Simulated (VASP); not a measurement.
Write the native input for VASP 6.6.1 that does the following.

```
Task                   : single point
Functional             : PBE
Potentials or basis    : VASP PAW PBE potentials, release 64 (Al, Ni)
Cutoff                 : 520 eV
k mesh                 : 16 × 16 × 16
Occupations            : gaussian, width 0.15 eV
Spin                   : no spin polarisation
Dipole correction      : no
Further INCAR settings : ALGO = Fast; EDIFF = 1e-06; NBANDS = 14
```

The structure of AlNi lies in POSCAR:

```
AlNi
1.0
    1.9745413133     -1.9745086382      0.0000000000
    1.9745413133      1.9745086382      0.0000000000
    0.0000000000      0.0000000000      2.7458000000
Al Ni
1 1
Direct
    0.0000000000      0.0000000000      0.0000000000
    0.5000000000      0.5000000000      0.5000000000
```

The input as run:

INCAR

```
SYSTEM = AlNi
PREC = Accurate
ENCUT = 520
EDIFF = 1E-6
ISMEAR = 0
SIGMA = 0.15
LREAL = .False.
LASPH = .True.
NELM = 60
ALGO = Fast
ISIF = 2
LWAVE = .False.
LCHARG = .True.
GGA = PE
LELF = .True.
LVHAR = .True.
NBANDS = 14
```

KPOINTS

```
Automatic mesh
0
Gamma
  16 16 16
  0 0 0
```

Potentials or basis: VASP PAW PBE potentials, release 64 (Al, Ni).

The run is started by

```sh
$ cat potpaw_PBE.64/Al/POTCAR potpaw_PBE.64/Ni/POTCAR > POTCAR
$ mpirun -np 1 vasp_std > vasp.out
```

Results of the run:

The pressure is 25.7 GPa and the band gap on the k mesh is zero (an odd number of electrons rules out a gap without spin polarisation).

Caveat: the cell stands under pressure.

Wall time 2.1 min on 1 thread of Intel(R) Xeon(R) Platinum 8259CL CPU @ 2.50GHz (Skylake/Cascade Lake) (shared host), peak memory 0.31 GiB.
